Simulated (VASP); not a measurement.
Wanted: the native input for a VASP 6.6.1 run.

| Item | Value |
| --- | --- |
| Task | single point |
| Functional | PBE |
| Potentials or basis | VASP PAW PBE potentials, release 64 (Al, In_d, N) |
| Cutoff | 520 eV |
| k mesh | 12 × 12 × 4 |
| Occupations | gaussian, width 0.02 eV |
| Spin | no spin polarisation |
| Dipole correction | no |
| Further INCAR settings | ALGO = Normal; EDIFF = 1e-06; NBANDS = 26 |

The structure of Al2InN3 lies in POSCAR:

```
Al2InN3
1.0
    2.9912545603      0.0000000000      0.0000000000
    0.0000000000      2.9912545603      0.0000000000
    0.0000000000      0.0000000000      8.4876514712
Al In N
2 1 3
Direct
    0.0000000000      0.0000000000      0.9085136508
    0.5000000000      0.5000000000      0.6779306776
    0.5000000000      0.5000000000      0.1839011130
    0.0000000000      0.0000000000      0.6652859339
    0.0000000000      0.0000000000      0.1583755322
    0.5000000000      0.5000000000      0.9059931025
```

The cell was built from a structure type or drawn by symmetry, and may not be a known phase.

The input as run:

INCAR

```
SYSTEM = Al2InN3
PREC = Accurate ; ENCUT = 520
EDIFF = 1E-6 ; ISMEAR = 0
SIGMA = 0.02 ; LREAL = .False.
LASPH = .True. ; NELM = 100
ALGO = Normal ; ISIF = 2
LWAVE = .False. ; LCHARG = .True.
GGA = PE ; LELF = .True.
LVHAR = .True. ; NBANDS = 26
```

KPOINTS

```
Automatic mesh
0
Gamma
  12 12 4
  0 0 0
```

Potentials or basis: VASP PAW PBE potentials, release 64 (Al, In_d, N).

The run is started by

```sh
$ cat potpaw_PBE.64/Al/POTCAR potpaw_PBE.64/In_d/POTCAR potpaw_PBE.64/N/POTCAR > POTCAR
$ mpirun -np 1 vasp_std > vasp.out
```

It gave:

```
Pressure               : 0.0 GPa
Largest force          : 0.014 eV/Å
Band gap on the k mesh : 0.58 eV (least direct gap 1.33 eV)
```

Caveat: spin-orbit coupling is left out, which moves the levels of the heavy elements.

Wall time 2.2 min on 1 thread of Intel(R) Xeon(R) Platinum 8259CL CPU @ 2.50GHz (Skylake/Cascade Lake) (shared host), peak memory 0.29 GiB.
